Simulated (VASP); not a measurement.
Input of a VASP 6.6.1 run:

The input INCAR:

```
SYSTEM = KBr
  ALGO = Normal
  EDIFF = 1E-8
  ENCUT = 520
  GGA = PE
  ISIF = 2
  ISMEAR = -1
  LASPH = .True.
  LCHARG = .False.
  LEFG = .True.
  LREAL = .False.
  LWAVE = .False.
  NBANDS = 15
  NELM = 100
  PREC = Accurate
  SIGMA = 0.01
```

File KPOINTS:

```
k-points
0
Gamma
  7 7 7
  0 0 0
```

POSCAR

```
KBr
1.0
   -0.0658500000      3.2595750000      3.2595750000
    3.2595750000     -0.0658500000      3.2595750000
    3.2595750000      3.2595750000     -0.0658500000
K Br
1 1
Direct
    0.0000000000      0.0000000000      0.0000000000
    0.5000000000      0.5000000000      0.5000000000
```

Potentials or basis: VASP PAW PBE potentials, release 64 (K_sv, Br).

The run is started by

```bash
$ cat potpaw_PBE.64/K_sv/POTCAR potpaw_PBE.64/Br/POTCAR > POTCAR
$ mpirun -np 1 vasp_std > vasp.out
```

(1) Predict the pressure.

(2) Estimate the band gap on the k mesh.

## Answers

(1) 0.9 GPa.

(2) 4.41 eV, direct.

Caveat: the cell differs from its parent crystal (equal xy, yz and zx shear strains of -2 %); without QUAD_EFG the Cq values of the log hold for a quadrupole moment of 1 mb, not for the nuclei.
